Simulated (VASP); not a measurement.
Write the native input for VASP 6.6.1 that does the following.

```yaml
Task: single point
Functional: r2SCAN
Potentials_or_basis: VASP PAW PBE potentials, release 64 (Ta_pv)
Cutoff: 520 eV
k_mesh: 12 × 12 × 15
Occupations: gaussian, width 0.1 eV
Spin: no spin polarisation
Dipole_correction: no
Further_INCAR_settings: ALGO = Normal; EDIFF = 1e-07; NBANDS = 12; ISYM = 0
```

Crystal: Ta.

```
CELL_PARAMETERS angstrom
3.05411 -0.02337 0.49830
-1.54729 2.67999 0.00000
1.89349 1.09321 2.76588
ATOMIC_POSITIONS crystal
Ta 0.00000 0.00000 0.00000
```

One way to write it, as run:

POSCAR

```
Ta
1.0
    3.0541148614     -0.0233664737      0.4983008804
   -1.5472933906      2.6799907667      0.0000000000
    1.8934946613      1.0932096524      2.7658808457
Ta
1
Direct
    0.0000000000      0.0000000000      0.0000000000
```

INCAR.step1

```
SYSTEM = Ta
PREC = Accurate ; ENCUT = 520
ISMEAR = 0 ; SIGMA = 0.1
LREAL = .False. ; LASPH = .True.
NELM = 60 ; NBANDS = 12
ISYM = 0 ; GGA = PE
ALGO = Normal ; EDIFF = 1E-4
LWAVE = .True. ; LCHARG = .False.
```

INCAR.step2

```
SYSTEM = Ta
PREC = Accurate ; ENCUT = 520
EDIFF = 1E-7 ; ISMEAR = 0
SIGMA = 0.1 ; LREAL = .False.
LASPH = .True. ; NELM = 60
ALGO = Normal ; ISIF = 2
LWAVE = .False. ; LCHARG = .True.
METAGGA = R2SCAN ; LMIXTAU = .True.
LELF = .True. ; LVHAR = .True.
NBANDS = 12 ; ISYM = 0
ISTART = 1
```

KPOINTS

```
regular mesh
0
Gamma
  12 12 15
  0 0 0
```

Potentials or basis: VASP PAW PBE potentials, release 64 (Ta_pv).

Run with:

```console
$ cat potpaw_PBE.64/Ta_pv/POTCAR > POTCAR
$ cp INCAR.step1 INCAR
$ mpirun -np 1 vasp_std > vasp.out
$ cp INCAR.step2 INCAR
$ mpirun -np 1 vasp_std > vasp.out
```

Results of the run:

The pressure is -7.2 GPa and the band gap on the k mesh is zero (an odd number of electrons rules out a gap without spin polarisation).

Caveat: the stress differs along the axes, from -16 to -0 GPa; the PAW data sets were made with another functional, which shifts forces and pressure a little; spin-orbit coupling is left out, which moves the levels of the heavy elements.

Run time: 5.2 min on 1 thread of Intel(R) Xeon(R) 6975P-C (Granite Rapids), with other jobs on the host, peak memory 0.35 GiB.
